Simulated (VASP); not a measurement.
Here is a VASP 6.6.1 calculation.

The input INCAR:

```
ALGO = Normal
EDIFF = 1E-6
ENCUT = 500
GGA = PE
GGA_COMPAT = F
ISIF = 2
ISMEAR = -1
LASPH = T
LCHARG = T
LELF = T
LREAL = F
LVHAR = T
LWAVE = F
NBANDS = 31
NELM = 120
PREC = Accurate
SIGMA = 0.1
```

Contents of KPOINTS:

```
k-points
0
Gamma
  10 10 10
```

File POSCAR:

```
Sn2Te2S
1.0
    0.8663860000     -4.0464980000      0.0000000000
    0.8663860000     -1.9304970000     -3.5563120000
    9.0164930000      4.0464980000      0.0000000000
Sn Te S
2 2 1
Direct
    0.7840000000      0.6080000000      0.1760000000
    0.2160000000      0.3920000000      0.8240000000
    0.5760000000      0.2120000000      0.3640000000
    0.4240000000      0.7880000000      0.6360000000
    0.0000000000      0.0000000000      0.0000000000
```

Potentials or basis: VASP PAW PBE potentials, release 64 (Sn_d, Te, S).

The run is started by

```console
$ cat potpaw_PBE.64/Sn_d/POTCAR potpaw_PBE.64/Te/POTCAR potpaw_PBE.64/S/POTCAR > POTCAR
$ mpirun -np 1 vasp_std > vasp.out
```

(1) What does it give for the pressure?

(2) Predict the band gap on the k mesh.

(3) Estimate the largest force.

## Answers

(1) 0.4 GPa.

(2) zero (bands 23 and 24 overlap by 1.05 eV).

(3) 0.381 eV/Å.

Caveat: spin-orbit coupling is left out, which moves the levels of the heavy elements.
